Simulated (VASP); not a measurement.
# Ag (Fm-3m) in VASP: notebook

Runs on Ag. Level: r2SCAN. Tasks: electric field gradients.

All numbers are computed with VASP 6.6.1; they aren't measurements. Logs are shortened: lines on timing, memory, paths and dates and some standing lists are left out, and cuts for length are marked.

### Step 1. The cell of the first run

The structure is cubic, space group Fm-3m (No. 225). Conventional cell: a = 4.049 Å, b = 4.049 Å, c = 4.049 Å, α = 90.00°, β = 90.00°, γ = 90.00°. Ag (site symmetry m-3m) has 12 Ag at 2.86 Å within 3.8 Å.

### Step 2. Electric field gradients, r2SCAN (16.59 Å³/atom)

POSCAR

```
Ag
1.0
    0.0000000000      2.0244426431      2.0244426431
    2.0244426431      0.0000000000      2.0244426431
    2.0244426431      2.0244426431      0.0000000000
Ag
1
Direct
    0.0000000000      0.0000000000      0.0000000000
```

INCAR.step1

```
SYSTEM = Ag
PREC     = Accurate       ! precision mode
ENCUT    = 520            ! plane-wave cutoff, eV
ISMEAR   = -1             ! smearing method
SIGMA    = 0.05           ! smearing width, eV
LREAL    = .False.        ! projectors in reciprocal space
LASPH    = .True.         ! aspherical terms in the spheres
NELM     = 100            ! most SCF steps
NBANDS   = 12             ! bands
GGA      = PE             ! functional
ALGO     = Normal         ! electronic algorithm
EDIFF    = 1E-4           ! SCF threshold, eV
LWAVE    = .True.         ! write WAVECAR
LCHARG   = .False.        ! write CHGCAR
```

INCAR.step2

```
SYSTEM = Ag
PREC     = Accurate       ! precision mode
ENCUT    = 520            ! plane-wave cutoff, eV
EDIFF    = 1E-8           ! SCF threshold, eV
ISMEAR   = -1             ! smearing method
SIGMA    = 0.05           ! smearing width, eV
LREAL    = .False.        ! projectors in reciprocal space
LASPH    = .True.         ! aspherical terms in the spheres
NELM     = 100            ! most SCF steps
ALGO     = Normal         ! electronic algorithm
ISIF     = 2              ! what is computed and relaxed
LWAVE    = .False.        ! write WAVECAR
LCHARG   = .False.        ! write CHGCAR
METAGGA  = R2SCAN         ! meta-GGA
LMIXTAU  = .True.       
LEFG     = .True.       
NBANDS   = 12             ! bands
ISTART   = 1
```

KPOINTS

```
Automatic mesh
0
Gamma
  14 14 14
  0 0 0
```

Potentials or basis: VASP PAW PBE potentials, release 64 (Ag).

Run with:

```
$ cat potpaw_PBE.64/Ag/POTCAR > POTCAR
$ cp INCAR.step1 INCAR
$ mpirun -np 1 vasp_std > vasp.out
$ cp INCAR.step2 INCAR
$ mpirun -np 1 vasp_std > vasp.out
```

OUTCAR:

```text
SYSTEM = Ag
   PREC = Accurate
   ENCUT = 520
   EDIFF = 1E-8
   ISMEAR = -1
   LREAL = .False.
   LASPH = .True.
   NELM = 100
   ISIF = 2
   METAGGA = R2SCAN
   ISTART = 1

 ion  position               nearest neighbor table
   1  0.000  0.000  0.000-

  LATTYP: Found a face centered cubic cell.
 ALAT       =     4.0488852862

  Lattice vectors:

 A1 = (   0.0000000000,   2.0244426431,   2.0244426431)
 A2 = (   2.0244426431,   0.0000000000,   2.0244426431)
 A3 = (   2.0244426431,   2.0244426431,   0.0000000000)

Analysis of symmetry for initial positions (statically):
=====================================================================
 Subroutine PRICEL returns:
 Original cell was already a primitive cell.

 Routine SETGRP: Setting up the symmetry group for a
 face centered cubic supercell.

 Subroutine GETGRP returns: Found 48 space group operations
 (whereof 48 operations were pure point group operations)
 out of a pool of 48 trial point group operations.

The static configuration has the point symmetry O_h .

Analysis of symmetry for dynamics (positions and initial velocities):
=====================================================================
 Subroutine PRICEL returns:
 Original cell was already a primitive cell.

 Routine SETGRP: Setting up the symmetry group for a
 face centered cubic supercell.

 Subroutine GETGRP returns: Found 48 space group operations
 (whereof 48 operations were pure point group operations)
 out of a pool of 48 trial point group operations.

The dynamic configuration has the point symmetry O_h .

 Subroutine INISYM returns: Found 48 space group operations
 (whereof 48 operations are pure point group operations),
 and found     1 'primitive' translations

----------------------------------------------------------------------------------------

                                     Primitive cell

  volume of cell :      16.5938

  direct lattice vectors                    reciprocal lattice vectors
     0.000000000  2.024442643  2.024442643    -0.246981559  0.246981559  0.246981559
     2.024442643  0.000000000  2.024442643     0.246981559 -0.246981559  0.246981559
     2.024442643  2.024442643  0.000000000     0.246981559  0.246981559 -0.246981559

  length of vectors
     2.862994242  2.862994242  2.862994242     0.427784609  0.427784609  0.427784609

  position of ions in fractional coordinates (direct lattice)
     0.000000000  0.000000000  0.000000000

  ion indices of the primitive-cell ions
   primitive index   ion index
                 1           1

----------------------------------------------------------------------------------------

 KPOINTS: Automatic mesh

Automatic generation of k-mesh.
 Grid dimensions read from file:
 generate k-points for:   14   14   14

 Generating k-lattice:

  Cartesian coordinates                     Fractional coordinates (reciprocal lattice)
    -0.017641540  0.017641540  0.017641540     0.071428571  0.000000000  0.000000000
     0.017641540 -0.017641540  0.017641540     0.000000000  0.071428571  0.000000000
     0.017641540  0.017641540 -0.017641540     0.000000000  0.000000000  0.071428571

  Length of vectors
     0.030556043  0.030556043  0.030556043

  Shift w.r.t. Gamma in fractional coordinates (k-lattice)
     0.000000000  0.000000000  0.000000000

 Subroutine IBZKPT returns following result:
 ===========================================

 Found    104 irreducible k-points:

 Following reciprocal coordinates:
            Coordinates               Weight
  0.000000  0.000000  0.000000      1.000000
  0.071429  0.000000  0.000000      8.000000
  0.142857  0.000000  0.000000      8.000000
  0.214286  0.000000  0.000000      8.000000
  0.285714  0.000000  0.000000      8.000000
  0.357143  0.000000  0.000000      8.000000
[... 16 lines left out ...]
  0.214286  0.142857  0.000000     24.000000
  0.285714  0.142857  0.000000     24.000000
 [... further k-points ...]
   k-points           NKPTS =    104   k-points in BZ     NKDIM =    104   number of bands    NBANDS=     12
   number of dos      NEDOS =    301   number of ions     NIONS =      1
   total plane-waves  NPLWV =  13824
   dimension x,y,z NGX =    24 NGY =   24 NGZ =   24
   dimension x,y,z NGXF=    48 NGYF=   48 NGZF=   48
   ions per type =               1
   NGX,Y,Z   is equivalent  to a cutoff of  13.94, 13.94, 13.94 a.u.
   NGXF,Y,Z  is equivalent  to a cutoff of  27.87, 27.87, 27.87 a.u.
 SYSTEM =  Ag
   PREC   = accura    normal or accurate (medium, high low for compatibility)
   ISTART =      1    job   : 0-new  1-cont  2-samecut
   ICHARG =      0    charge: 1-file 2-atom 10-const
   ISPIN  =      1    spin polarized calculation?
   LNONCOLLINEAR =      F non collinear calculations
   LSORBIT =      F    spin-orbit coupling
   LASPH  =      T    aspherical Exc in radial PAW
   ENCUT  =  520.0 eV  38.22 Ry    6.18 a.u.   5.32  5.32  5.32*2*pi/ulx,y,z
   NELM   =    100;   NELMIN=  2; NELMDL=  0     # of ELM steps
   EDIFF  = 0.1E-07   stopping-criterion for ELM
   LREAL  =      F    real-space projection
   EDIFFG = 0.1E-06   stopping-criterion for IOM
   NSW    =      0    number of steps for IOM
   IBRION =     -1    ionic relax: 0-MD 1-quasi-New 2-CG
   NFREE  =      0    steps in history (QN), initial steepest desc. (CG)
   ISIF   =      2    stress and relaxation
   ISYM   =      2    0-nonsym 1-usesym 2-fastsym
   POTIM  = 0.5000    time-step for ionic-motion
   TEBEG  =    0.0;   TEEND  =   0.0 temperature during run
   PSTRESS=    0.0 pullay stress
   NELECT =      11.0000    total number of electrons
   NUPDOWN=      -1.0000    fix difference up-down
   EMIN   =  10.00;   EMAX   =-10.00  energy-range for DOS
   EFERMI =   0.00;   METHOD = LEGACY
   ISMEAR =    -1;   SIGMA  =   0.05  broadening in eV -4-tet -1-fermi 0-gaus
   EFERMI_NEDOS =   21; number of points for ismear=-14 and -15
   IALGO  =     38    algorithm
   IMIX   =      4    mixing-type and parameters
     AMIX     =   0.40;   BMIX     =  1.00
     AMIX_MAG =   1.60;   BMIX_MAG =  1.00
  volume/ion in A,a.u.               =      16.59       111.98
  Fermi-wavevector in a.u.,A,eV,Ry     =   1.427437  2.697465 27.722906  2.037576
  Thomas-Fermi vector in A             =   2.547607
   LORBIT       =      0    0 simple, 1 ext, 2 COOP (PROOUT), +10 PAW based schemes
   METAGGA = R2SCAN    functional components
   LHFCALC =     F    Hartree Fock is set to
   AEXX    =    0.0000 exact exchange contribution
   IVDW    =     0    specifies the selected vdW correction
   LEPSILON=     F    determine dielectric tensor
   LRPA    =     F    only Hartree local field effects (RPA)
 non-spin polarized calculation
  energy-cutoff  :      520.00
  volume of cell :       16.59
 maximum number of plane-waves:       459
 NGX is ok and might be reduce to    24
   NGX = 11   NGY = 11   NGZ = 11

 number of electron      11.0000001 magnetization

 Free energy of the ion-electron system (eV)
  ---------------------------------------------------
  ext. energy  EPLUGINS =         0.00000000
  ---------------------------------------------------
  free energy    TOTEN  =       -21.34738195 eV

  energy without entropy =      -21.34524634  energy(sigma->0) =      -21.34631415

 E-fermi :   8.7426     XC(G=0): -13.1609

 val. band max:        8.7066867966   @ k =   0.5000   0.0714   0.0000
 cond. band min:       8.8008572460   @ k =   0.5000   0.2143   0.0714
 fundamental gap:      0.0941704494
 Fermi energy:         8.7425794013

 k-point     1 :       0.0000    0.0000    0.0000
  band No.  band energies     occupation
      1       0.6404      2.00000
      2       3.5687      2.00000
      3       3.5687      2.00000
      4       3.5687      2.00000
      5       4.6663      2.00000
      6       4.6663      2.00000
      7      25.5323      0.00000
      8      29.4347      0.00000
      9      29.4347      0.00000
     10      29.4347      0.00000
     11      34.4527      0.00000
     12      35.6998      0.00000

 k-point     2 :       0.0714    0.0000    0.0000
  band No.  band energies     occupation
      1       0.8085      2.00000
      2       3.5304      2.00000
      3       3.6156      2.00000
      4       3.6156      2.00000
      5       4.6487      2.00000
      6       4.6487      2.00000
      7      25.5580      0.00000
      8      28.1094      0.00000
      9      29.5095      0.00000
     10      29.5095      0.00000
     11      34.4303      0.00000
     12      35.4942      0.00000
[... 316 lines left out ...]
 k-point    24 :       0.2857    0.1429    0.0000
  band No.  band energies     occupation
      1       2.3754      2.00000
      2       3.1515      2.00000
      3       3.8157      2.00000
      4       4.0956      2.00000
      5       5.0600      2.00000
      6       5.0806      2.00000
      7      21.4810      0.00000
      8      25.8715      0.00000
      9      25.9092      0.00000
     10      28.2501      0.00000
     11      31.8330      0.00000
     12      35.2568      0.00000

 [... further k-points ...]

------------------------ aborting loop because EDIFF is reached ----------------------------------------

  FORCE on cell =-STRESS in cart. coord.  units (eV):
  Direction    XX          YY          ZZ          XY          YZ          ZX
  --------------------------------------------------------------------------------------
  -------------------------------------------------------------------------------------
  Total        0.5069966      0.5069966      0.5069966      0.0000000      0.0000000      0.0000000
  in kB       48.9518585     48.9518585     48.9518585      0.0000000      0.0000000      0.0000000
  external PRESSURE =      48.9518585 kB  Pullay stress =       0.0000000 kB

 VOLUME and BASIS-vectors are now :
 -----------------------------------------------------------------------------
  energy-cutoff  :      520.00
  volume of cell :       16.59
      direct lattice vectors                 reciprocal lattice vectors
     0.000000000  2.024442643  2.024442643    -0.246981559  0.246981559  0.246981559
     2.024442643  0.000000000  2.024442643     0.246981559 -0.246981559  0.246981559
     2.024442643  2.024442643  0.000000000     0.246981559  0.246981559 -0.246981559

 POSITION                                       TOTAL-FORCE (eV/Angst)
 -----------------------------------------------------------------------------------
      0.00000      0.00000      0.00000         0.000000     -0.000000     -0.000000
 -----------------------------------------------------------------------------------
    total drift:                               -0.000000      0.000000      0.000000

  FREE ENERGIE OF THE ION-ELECTRON SYSTEM (eV)
  ---------------------------------------------------
  free  energy   TOTEN  =       -21.3473819495 eV

  energy  without entropy=      -21.3452463435  energy(sigma->0) =      -21.34631415

 Electric field gradients (V/A^2)
---------------------------------------------------------------------
 ion       V_xx      V_yy      V_zz      V_xy      V_xz      V_yz
---------------------------------------------------------------------
   1       0.000    -0.000     0.000     0.000     0.000     0.000
---------------------------------------------------------------------

 Electric field gradients after diagonalization (V/A^2)
 (convention: |V_zz| > |V_xx| > |V_yy|)
----------------------------------------------------------------------
 ion       V_xx      V_yy      V_zz     asymmetry (V_yy - V_xx)/ V_zz
----------------------------------------------------------------------
   1      -0.000    -0.000     0.001       0.000
----------------------------------------------------------------------

           NMR quadrupolar parameters

 Cq : quadrupolar parameter    Cq=e*Q*V_zz/h
 eta: asymmetry parameters     (V_yy - V_xx)/ V_zz
 Q  : nuclear electric quadrupole moment in mb (millibarn)
----------------------------------------------------------------------
 ion       Cq(MHz)       eta       Q (mb)
----------------------------------------------------------------------
   1       0.000       0.000       1.000
----------------------------------------------------------------------
```

It took 72 s on 1 thread of Intel Xeon Platinum 8488C (Sapphire Rapids), shared host; peak memory 0.15 GiB.

Results:

```yaml
Free_energy: -21.3474 eV
Pressure: 4.9 GPa
Band_gap_on_the_k_mesh: zero (an odd number of electrons rules out a gap without spin polarisation)
Largest_electric_field_gradient_by_atom: zero within the noise of the run
```

Levels at points of the mesh, in eV from the Fermi level:
```
           k point  band 3  band 4  band 5  band 6  band 7  band 8  band 9  band 10
(0.00, 0.00, 0.00)   -5.17   -5.17   -4.08   -4.08   16.79   20.69   20.69    20.69
(0.50, 0.00, 0.00)   -5.20   -3.22   -3.22   -0.34    3.94   16.03   18.99    18.99
(0.50, 0.50, 0.00)   -3.26   -2.99   -2.99    1.77    7.27   11.36   11.36    18.09
```

Caveat: the cell stands under pressure; the PAW data sets were made with another functional, which shifts forces and pressure a little.

(Part 1 of 2 ends here.)
